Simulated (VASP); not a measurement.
# Ga: single point with PBE

Ga:

```
CELL_PARAMETERS angstrom
-1.47666 1.47666 2.14374
1.47666 -1.47666 2.14374
1.47666 1.47666 -2.14374
ATOMIC_POSITIONS crystal
Ga 0.00000 0.00000 0.00000
```

This cell differs from its parent crystal: strained.

* Program: VASP 6.6.1
* Task: single point
* Functional: PBE
* Potentials or basis: VASP PAW PBE potentials, release 64 (Ga_d)
* Cutoff: 520 eV
* k mesh: 20 × 20 × 20
* Occupations: gaussian, width 0.1 eV
* Spin: no spin polarisation

```json
{
 "Pressure": "0.8 GPa"
}
```

Stress tensor (GPa, compression positive):
```
0.93 0.00 0.00
0.00 0.93 0.00
0.00 0.00 0.47
```

Levels at points of the mesh, in eV from the Fermi level:
| k point | band 4 | band 5 | band 6 | band 7 | band 8 | band 9 |
| --- | --- | --- | --- | --- | --- | --- |
| (0.00, 0.00, 0.00) | -14.82 | -14.79 | -11.13 | 12.29 | 12.29 | 12.34 |
| (0.50, 0.00, 0.00) | -14.70 | -14.69 | -4.97 | -4.02 | 9.61 | 10.21 |
| (0.50, 0.50, 0.00) | -14.68 | -14.66 | -2.48 | -2.16 | 4.71 | 4.91 |
| (0.50, 0.50, 0.50) | -14.67 | -14.67 | -2.80 | -2.69 | 5.24 | 5.24 |

Run time: 81 s on 1 thread of Intel(R) Xeon(R) Platinum 8488C (Sapphire Rapids), on a shared host, peak memory 0.25 GiB.

Caveat: the cell differs from its parent crystal (strained).
